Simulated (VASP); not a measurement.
Crystal: C.

```
CELL_PARAMETERS angstrom
0.00000 1.76575 1.76575
1.76575 0.00000 1.76575
1.76575 1.76575 0.00000
ATOMIC_POSITIONS crystal
C 0.50000 0.50000 0.50000
C 0.75000 0.75000 0.75000
```

Base run:

```yaml
Program: VASP 6.6.1
Functional: LDA
Potentials_or_basis: VASP PAW LDA potentials, release 64 (C)
Cutoff: 520 eV
k_mesh: 10 × 10 × 10
Occupations: gaussian, width 0.1 eV
Spin: no spin polarisation
```

Its results: band gap on the k mesh 4.20 eV, indirect (least direct gap 5.63 eV); pressure 1.7 GPa.

**Question.** The run is repeated on the same cell with these changes: potentials or basis from VASP PAW LDA potentials, release 64 (C) to VASP PAW LDA potentials, release 64 (C_h); cutoff from 520 eV to 910 eV. What comes out?

**Answer.** Band gap on the k mesh 4.21 eV, indirect (least direct gap 5.63 eV); pressure 0.8 GPa.

Caveats: the cutoff is under 1.25 times the usual one of these potentials, so pressure, stress and relaxed cells hold a basis-set (Pulay) error (some runs).

A k mesh can miss the band edges.
